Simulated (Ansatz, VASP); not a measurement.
**BN: VASP beside Ansatz**

```
B N
1.0
     0.00000    1.78317    1.78317
     1.78317    0.00000    1.78317
     1.78317    1.78317    0.00000
B N
1 1
Direct
  0.00000 0.00000 0.00000
  0.25000 0.25000 0.25000
```

Alike in both runs: task single point; functional r2SCAN; k mesh 12 × 12 × 12; no spin polarisation.

|  | VASP | Ansatz |
| --- | --- | --- |
| version | VASP 6.6.1 | Ansatz 0.2.0 |
| potentials or method | VASP PAW PBE potentials, release 64 (B, N) | scalar-relativistic, plane waves, PAW |
| plane-wave cutoff (eV) | 660 | 500 |
| occupations | gaussian, width 0.01 eV | fixed |
| valence electrons in the cell | 8 | 8 |

|  | VASP | Ansatz | Ansatz less VASP |
| --- | --- | --- | --- |
| pressure (GPa) | 16.5 | 15.2 | -1.32 |

VASP's potentials were made for PBE, not for r2SCAN.
